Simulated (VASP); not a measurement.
## P: single point with r2SCAN

The system is P.

```
P
1.0
     0.00000    2.71152    2.71152
     2.71152    0.00000    2.71152
     2.71152    2.71152    0.00000
P
2
Direct
  0.12500 0.12500 0.12500
  0.87500 0.87500 0.87500
```

This isn't the form of P at room conditions, which is orthorhombic.

```yaml
Program: VASP 6.6.1
Task: single point
Functional: r2SCAN
Potentials_or_basis: VASP PAW PBE potentials, release 64 (P)
Cutoff: 520 eV
k_mesh: 5 × 5 × 5
Occupations: fermi-dirac, width 0.1 eV
Spin: no spin polarisation
```

```yaml
Pressure: -0.6 GPa
Band_gap_on_the_k_mesh: zero (bands 5 and 6 overlap by 1.63 eV)
```

Levels at points of the mesh, in eV from the Fermi level:
```
           k point  band 3  band 4  band 5  band 6  band 7  band 8
(0.00, 0.00, 0.00)   -4.07   -4.07   -3.83   -0.67   -0.67   -0.67
```

It took 22 s on 1 thread of Intel(R) Xeon(R) Platinum 8259CL CPU @ 2.50GHz (Skylake/Cascade Lake), on a shared host, peak memory 0.16 GiB.

Caveat: the k points lie up to 0.40 Å⁻¹ apart, too coarse for converged energies and pressures of a metal; the PAW data sets were made with another functional, which shifts forces and pressure a little.
